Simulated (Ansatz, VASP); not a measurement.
## Ca2PF6 in VASP and in Ansatz

```
P F Ca
1.0
     2.90914    5.03877    0.00000
    -2.90914    5.03877    0.00000
     0.00000    0.00000    4.57105
P F Ca
1 6 2
Direct
  0.00000 0.00000 0.00000
  0.13600 0.72800 0.20000
  0.13600 0.13600 0.20000
  0.72800 0.13600 0.20000
  0.86400 0.27200 0.80000
  0.27200 0.86400 0.80000
  0.86400 0.86400 0.80000
  0.33333 0.33334 0.69000
  0.66667 0.66666 0.31000
```

Alike in both runs: task single point; functional PBE; k mesh 4 × 4 × 4; occupations fermi-dirac, width 0.0329 eV; no spin polarisation.

|  | VASP | Ansatz |
| --- | --- | --- |
| version | VASP 6.6.1 | Ansatz 0.2.0 |
| potentials or method | VASP PAW PBE potentials, release 64 (P, F, Ca_sv), cutoff 520 eV | PAW plane waves |
| valence electrons in the cell | 67 | 67 |

VASP gave:

| Item | Value |
| --- | --- |
| gap on the k mesh at the Fermi level (eV) | none |
| pressure (GPa) | 12.4 |
| traceless stress, the component that is largest in VASP (GPa) | -0.15 |
| rms of the force components (eV/Å) | 0.599 |

Task: What did Ansatz give for the same quantities?

Result: gap on the k mesh at the Fermi level (eV): none; pressure (GPa): 12.0; traceless stress, the component that is largest in VASP (GPa): -0.02; rms of the force components (eV/Å): 0.499.

Atom by atom the forces differ by 0.109 eV/Å (rms over components). A gap of «none» marks a metal or a gap that the smearing closes. The functional is the same, so the differences come from potentials, cutoffs and numerics. Ansatz's warnings: structure snapped to symmetry.
